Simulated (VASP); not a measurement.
# GaN (an interface model) in VASP: single point with PBEsol

Aim: the single point of GaN (an interface model) with PBEsol.

Everything below comes from runs of VASP 6.6.1. Logs are shortened: lines on timing, memory, paths and dates and some standing lists are left out, and cuts for length are marked.

### 1 The cell of the first run

The cell holds layers of an interface, 24 atoms: a = 3.181 Å, b = 3.181 Å, c = 31.157 Å, α = 90.00°, β = 90.00°, γ = 120.00°.

### 2 Single point, PBEsol

The input, INCAR:

```
SYSTEM = GaN
PREC = Accurate ; ENCUT = 520
EDIFF = 1E-7 ; ISMEAR = 0
SIGMA = 0.05 ; LREAL = Auto
LASPH = .TRUE. ; NELM = 80
ALGO = Normal ; ISIF = 2
LWAVE = .FALSE. ; LCHARG = .FALSE.
GGA = PS ; NBANDS = 126
```

The input, KPOINTS:

```
Automatic mesh
0
G
  12 12 1
  0 0 0
```

The input, POSCAR:

```
GaN
1.0
    3.1807290382      0.0000000000      0.0000000000
   -1.5903645191      2.7545921496      0.0000000000
    0.0000000000      0.0000000000     31.1569229013
N Ga
12 12
Direct
    1.0000000000      1.0000000000      0.0312911326
    0.3333333333      0.6666666667      0.1145662013
    0.6666666667      0.3333333333      0.1979095087
    1.0000000000      1.0000000000      0.2812533652
    0.3333333333      0.6666666667      0.3645968639
    0.6666666667      0.3333333333      0.4479354047
    0.3333333333      0.6666666667      0.9479354047
    0.6666666667      0.3333333333      0.8645968639
    0.0000000000      0.0000000000      0.7812533652
    0.3333333333      0.6666666667      0.6979095087
    0.6666666667      0.3333333333      0.6145662013
    0.0000000000      0.0000000000      0.5312911326
    0.3333333333      0.6666666667      0.0520457846
    0.6666666667      0.3333333333      0.1353864040
    0.0000000000      0.0000000000      0.2187303892
    0.3333333333      0.6666666667      0.3020739606
    0.6666666667      0.3333333333      0.3854142510
    0.0000000000      0.0000000000      0.4687967342
    1.0000000000      1.0000000000      0.9687967342
    0.3333333333      0.6666666667      0.8854142510
    0.6666666667      0.3333333333      0.8020739606
    1.0000000000      1.0000000000      0.7187303892
    0.3333333333      0.6666666667      0.6353864040
    0.6666666667      0.3333333333      0.5520457846
```

Potentials or basis: VASP PAW PBE potentials, release 64 (N, Ga_d).

Command:

```console
> cat potpaw_PBE.64/N/POTCAR potpaw_PBE.64/Ga_d/POTCAR > POTCAR
> mpirun -np 1 vasp_std > vasp.out
```

OUTCAR:

```text
SYSTEM = GaN
   PREC = Accurate
   ENCUT = 520
   EDIFF = 1E-7
   ISMEAR = 0
   LREAL = Auto
   LASPH = .TRUE.
   NELM = 80
   ISIF = 2
   GGA = PS

 ion  position               nearest neighbor table
   1  0.000  0.000  0.031-  13 1.95  13 1.95  13 1.95  19 1.95
   2  0.333  0.667  0.115-  14 1.95  14 1.95  14 1.95  13 1.95
   3  0.667  0.333  0.198-  15 1.95  15 1.95  15 1.95  14 1.95
   4  0.000  0.000  0.281-  16 1.95  16 1.95  16 1.95  15 1.95
   5  0.333  0.667  0.365-  17 1.95  17 1.95  17 1.95  16 1.95
   6  0.667  0.333  0.448-  17 1.95  18 1.95  18 1.95  18 1.95
[... 16 lines left out ...]
  23  0.333  0.667  0.635-  11 1.95  11 1.95  11 1.95  10 1.95
  24  0.667  0.333  0.552-  12 1.95  12 1.95  12 1.95  11 1.95

  LATTYP: Found a hexagonal cell.
 ALAT       =     3.1807290382
 C/A-ratio  =     9.7955288008

  Lattice vectors:

 A1 = (   3.1807290382,   0.0000000000,   0.0000000000)
 A2 = (  -1.5903645191,   2.7545921496,   0.0000000000)
 A3 = (   0.0000000000,   0.0000000000,  31.1569229013)

Analysis of symmetry for initial positions (statically):
=====================================================================
 Subroutine PRICEL returns:
 Original cell was already a primitive cell.

 Routine SETGRP: Setting up the symmetry group for a
 hexagonal supercell.

 Subroutine GETGRP returns: Found 12 space group operations
 (whereof  6 operations were pure point group operations)
 out of a pool of 24 trial point group operations.

The static configuration has the point symmetry C_3v.
 The point group associated with its full space group is C_6v.

Analysis of symmetry for dynamics (positions and initial velocities):
=====================================================================
 Subroutine PRICEL returns:
 Original cell was already a primitive cell.

 Routine SETGRP: Setting up the symmetry group for a
 hexagonal supercell.

 Subroutine GETGRP returns: Found 12 space group operations
 (whereof  6 operations were pure point group operations)
 out of a pool of 24 trial point group operations.

The dynamic configuration has the point symmetry C_3v.
 The point group associated with its full space group is C_6v.

 Subroutine INISYM returns: Found 12 space group operations
 (whereof  6 operations are pure point group operations),
 and found     1 'primitive' translations

----------------------------------------------------------------------------------------

                                     Primitive cell

  volume of cell :     272.9848

  direct lattice vectors                    reciprocal lattice vectors
     3.180729038  0.000000000  0.000000000     0.314393332  0.181515075  0.000000000
    -1.590364519  2.754592150  0.000000000     0.000000000  0.363030150  0.000000000
     0.000000000  0.000000000 31.156922901     0.000000000  0.000000000  0.032095596

  length of vectors
     3.180729038  3.180729038 31.156922901     0.363030150  0.363030150  0.032095596

  position of ions in fractional coordinates (direct lattice)
     0.000000000  0.000000000  0.031291133
     0.333333333  0.666666667  0.114566201
     0.666666667  0.333333333  0.197909509
     0.000000000  0.000000000  0.281253365
     0.333333333  0.666666667  0.364596864
     0.666666667  0.333333333  0.447935405
[... 16 lines left out ...]
     0.333333333  0.666666667  0.635386404
     0.666666667  0.333333333  0.552045785

  ion indices of the primitive-cell ions
   primitive index   ion index
                 1           1
                 2           2
                 3           3
                 4           4
                 5           5
                 6           6
[... 16 lines left out ...]
                23          23
                24          24

----------------------------------------------------------------------------------------

 KPOINTS: Automatic mesh

Automatic generation of k-mesh.
 Grid dimensions read from file:
 generate k-points for:   12   12    1

 Generating k-lattice:

  Cartesian coordinates                     Fractional coordinates (reciprocal lattice)
     0.026199444  0.015126256  0.000000000     0.083333333  0.000000000  0.000000000
     0.000000000  0.030252512  0.000000000     0.000000000  0.083333333  0.000000000
     0.000000000  0.000000000  0.032095596     0.000000000  0.000000000  1.000000000

  Length of vectors
     0.030252512  0.030252512  0.032095596

  Shift w.r.t. Gamma in fractional coordinates (k-lattice)
     0.000000000  0.000000000  0.000000000

 Subroutine IBZKPT returns following result:
 ===========================================

 Found     19 irreducible k-points:

 Following reciprocal coordinates:
            Coordinates               Weight
  0.000000  0.000000  0.000000      1.000000
  0.083333  0.000000  0.000000      6.000000
  0.166667  0.000000  0.000000      6.000000
  0.250000  0.000000  0.000000      6.000000
  0.333333  0.000000  0.000000      6.000000
  0.416667  0.000000  0.000000      6.000000
[... 11 lines left out ...]
  0.333333  0.250000  0.000000     12.000000
  0.333333  0.333333  0.000000      2.000000
   k-points           NKPTS =     19   k-points in BZ     NKDIM =     19   number of bands    NBANDS=    126
   number of dos      NEDOS =    301   number of ions     NIONS =     24
   total plane-waves  NPLWV = 138240
   dimension x,y,z NGX =    24 NGY =   24 NGZ =  240
   dimension x,y,z NGXF=    48 NGYF=   48 NGZF=  480
   ions per type =              12  12
   NGX,Y,Z   is equivalent  to a cutoff of  12.54, 12.54, 12.81 a.u.
   NGXF,Y,Z  is equivalent  to a cutoff of  25.09, 25.09, 25.61 a.u.
 SYSTEM =  GaN
   PREC   = accura    normal or accurate (medium, high low for compatibility)
   ISTART =      0    job   : 0-new  1-cont  2-samecut
   ICHARG =      2    charge: 1-file 2-atom 10-const
   ISPIN  =      1    spin polarized calculation?
   LNONCOLLINEAR =      F non collinear calculations
   LSORBIT =      F    spin-orbit coupling
   LASPH  =      T    aspherical Exc in radial PAW
   ENCUT  =  520.0 eV  38.22 Ry    6.18 a.u.   5.91  5.91 57.93*2*pi/ulx,y,z
   NELM   =     80;   NELMIN=  2; NELMDL= -5     # of ELM steps
   EDIFF  = 0.1E-06   stopping-criterion for ELM
   LREAL  =      T    real-space projection
   EDIFFG = 0.1E-05   stopping-criterion for IOM
   NSW    =      0    number of steps for IOM
   IBRION =     -1    ionic relax: 0-MD 1-quasi-New 2-CG
   NFREE  =      0    steps in history (QN), initial steepest desc. (CG)
   ISIF   =      2    stress and relaxation
   ISYM   =      2    0-nonsym 1-usesym 2-fastsym
   POTIM  = 0.5000    time-step for ionic-motion
   TEBEG  =    0.0;   TEEND  =   0.0 temperature during run
   PSTRESS=    0.0 pullay stress
   NELECT =     216.0000    total number of electrons
   NUPDOWN=      -1.0000    fix difference up-down
   EMIN   =  10.00;   EMAX   =-10.00  energy-range for DOS
   EFERMI =   0.00;   METHOD = LEGACY
   ISMEAR =     0;   SIGMA  =   0.05  broadening in eV -4-tet -1-fermi 0-gaus
   EFERMI_NEDOS =   21; number of points for ismear=-14 and -15
   IALGO  =     38    algorithm
   IMIX   =      4    mixing-type and parameters
     AMIX     =   0.40;   BMIX     =  1.00
     AMIX_MAG =   1.60;   BMIX_MAG =  1.00
  volume/ion in A,a.u.               =      11.37        76.76
  Fermi-wavevector in a.u.,A,eV,Ry     =   1.514188  2.861401 31.194980  2.292766
  Thomas-Fermi vector in A             =   2.623879
   LORBIT       =      0    0 simple, 1 ext, 2 COOP (PROOUT), +10 PAW based schemes
   GGA     = PS    functional components
   LHFCALC =     F    Hartree Fock is set to
   AEXX    =    0.0000 exact exchange contribution
   IVDW    =     0    specifies the selected vdW correction
   LEPSILON=     F    determine dielectric tensor
   LRPA    =     F    only Hartree local field effects (RPA)
 non-spin polarized calculation
 Gauss-broadening in eV      SIGMA  =   0.05
  energy-cutoff  :      520.00
  volume of cell :      272.98
 maximum number of plane-waves:      7397
 NGX is ok and might be reduce to    24
   NGX = 11   NGY = 11   NGZ =115

 number of electron     215.9999947 magnetization

 Free energy of the ion-electron system (eV)
  ---------------------------------------------------
  ext. energy  EPLUGINS =         0.00000000
  ---------------------------------------------------
  free energy    TOTEN  =      -157.50493620 eV

  energy without entropy =     -157.50493620  energy(sigma->0) =     -157.50493620

 E-fermi :   5.5101     XC(G=0): -11.9335

 val. band max:        5.2207240219   @ k =   0.0000   0.0000   0.0000
 cond. band min:       6.9654446308   @ k =   0.0000   0.0000   0.0000
 fundamental gap:      1.7447206089
 Fermi energy:         5.5101395281

 k-point     1 :       0.0000    0.0000    0.0000
  band No.  band energies     occupation
      1     -10.7727      2.00000
      2     -10.7044      2.00000
      3     -10.6777      2.00000
      4     -10.4796      2.00000
      5     -10.4676      2.00000
      6     -10.2025      2.00000
[... 112 lines left out ...]
    119       9.7841      0.00000
    120       9.8159      0.00000

 k-point     2 :       0.0833    0.0000    0.0000
  band No.  band energies     occupation
      1     -10.7012      2.00000
      2     -10.6359      2.00000
      3     -10.6092      2.00000
      4     -10.4199      2.00000
      5     -10.4080      2.00000
      6     -10.1568      2.00000
[... 2087 lines left out ...]
      3      -9.6776      2.00000
      4      -9.6776      2.00000
      5      -9.6632      2.00000
      6      -9.6631      2.00000
[... 112 lines left out ...]
    119      12.3396      0.00000
    120      12.3397      0.00000
 [bands above 120 left out]

------------------------ aborting loop because EDIFF is reached ----------------------------------------

  FORCE on cell =-STRESS in cart. coord.  units (eV):
  Direction    XX          YY          ZZ          XY          YZ          ZX
  --------------------------------------------------------------------------------------
  -------------------------------------------------------------------------------------
  Total       -0.4510731     -0.4510731     -0.3035755      0.0000000      0.0000000      0.0000000
  in kB       -2.6473965     -2.6473965     -1.7817172      0.0000000      0.0000000      0.0000000
  external PRESSURE =      -2.3588368 kB  Pullay stress =       0.0000000 kB

 VOLUME and BASIS-vectors are now :
 -----------------------------------------------------------------------------
  energy-cutoff  :      520.00
  volume of cell :      272.98
      direct lattice vectors                 reciprocal lattice vectors
     3.180729038  0.000000000  0.000000000     0.314393332  0.181515075  0.000000000
    -1.590364519  2.754592150  0.000000000     0.000000000  0.363030150  0.000000000
     0.000000000  0.000000000 31.156922901     0.000000000  0.000000000  0.032095596

 POSITION                                       TOTAL-FORCE (eV/Angst)
 -----------------------------------------------------------------------------------
      0.00000      0.00000      0.97494         0.000000      0.000000      0.009338
     -0.00000      1.83639      3.56953        -0.000000      0.000000      0.011457
      1.59036      0.91820      6.16625        -0.000000     -0.000000      0.011868
      0.00000      0.00000      8.76299         0.000000      0.000000      0.011847
     -0.00000      1.83639     11.35972         0.000000     -0.000000      0.012814
      1.59036      0.91820     13.95629         0.000000     -0.000000      0.003121
[... 16 lines left out ...]
     -0.00000      1.83639     19.79669         0.000000      0.000000     -0.011109
      1.59036      0.91820     17.20005         0.000000     -0.000000     -0.016475
 -----------------------------------------------------------------------------------
    total drift:                               -0.000004     -0.000007     -0.046761

  FREE ENERGIE OF THE ION-ELECTRON SYSTEM (eV)
  ---------------------------------------------------
  free  energy   TOTEN  =      -157.5049361979 eV

  energy  without entropy=     -157.5049361979  energy(sigma->0) =     -157.50493620
```

It took 39 min on 1 thread of Oxide Virtual Turin-like, shared host; peak memory 0.58 GiB.

What came out:

- Free energy: -157.5049 eV
- Pressure: -0.2 GPa
- Largest force: 0.016 eV/Å
- Band gap on the k mesh: 1.74 eV

Forces in eV/Å, atoms in the order of the input:
```
N    0.000  0.000  0.009
N    0.000  0.000  0.011
N    0.000  0.000  0.012
N    0.000  0.000  0.012
N    0.000  0.000  0.013
N    0.000  0.000  0.003
N    0.000  0.000  0.003
N    0.000  0.000  0.013
N    0.000  0.000  0.012
N    0.000  0.000  0.012
N    0.000  0.000  0.011
N    0.000  0.000  0.009
Ga   0.000  0.000 -0.016
Ga   0.000  0.000 -0.011
Ga   0.000  0.000 -0.012
Ga   0.000  0.000 -0.012
Ga   0.000  0.000 -0.010
Ga   0.000  0.000  0.002
Ga   0.000  0.000  0.002
Ga   0.000  0.000 -0.010
Ga   0.000  0.000 -0.012
Ga   0.000  0.000 -0.012
Ga   0.000  0.000 -0.011
Ga   0.000  0.000 -0.016
```

Stress tensor (GPa, compression positive):
```
-0.26  0.00  0.00
 0.00 -0.26  0.00
 0.00  0.00 -0.18
```

Caveat: the PAW data sets were made with another functional, which shifts forces and pressure a little.
